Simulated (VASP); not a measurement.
A run of VASP 6.6.1 is set up as follows.

INCAR

```
SYSTEM = PbO
ALGO = Normal
EDIFF = 1E-6
ENCUT = 520
GGA = PS
ISIF = 2
ISMEAR = -1
LASPH = .True.
LCHARG = .True.
LELF = .True.
LREAL = .False.
LVHAR = .True.
LWAVE = .False.
NBANDS = 28
NELM = 100
PREC = Accurate
SIGMA = 0.02
```

The input KPOINTS:

```
k-points
0
Gamma
  6 6 4
  0 0 0
```

Contents of POSCAR:

```
PbO
1.0
    4.2395670736      0.0000000000      0.0000000000
   -2.1197835368      3.6715727868      0.0000000000
    0.0000000000      0.0000000000      5.2427706714
Pb O
2 2
Direct
    0.3333333333      0.6666666667      0.2500000000
    0.6666666667      0.3333333333      0.7500000000
    0.6666666667      0.3333333333      0.2500000000
    0.3333333333      0.6666666667      0.7500000000
```

Potentials or basis: VASP PAW PBE potentials, release 64 (Pb_d, O).

Run with:

```console
$ cat potpaw_PBE.64/Pb_d/POTCAR potpaw_PBE.64/O/POTCAR > POTCAR
$ mpirun -np 1 vasp_std > vasp.out
```

**Question.** Predict the pressure.

**Answer.** 0.0 GPa.

**Question.** Predict the band gap on the k mesh.

**Answer.** 1.19 eV, direct.

Caveat: the PAW data sets were made with another functional, which shifts forces and pressure a little; spin-orbit coupling is left out, which moves the levels of the heavy elements. A k mesh can miss the band edges.
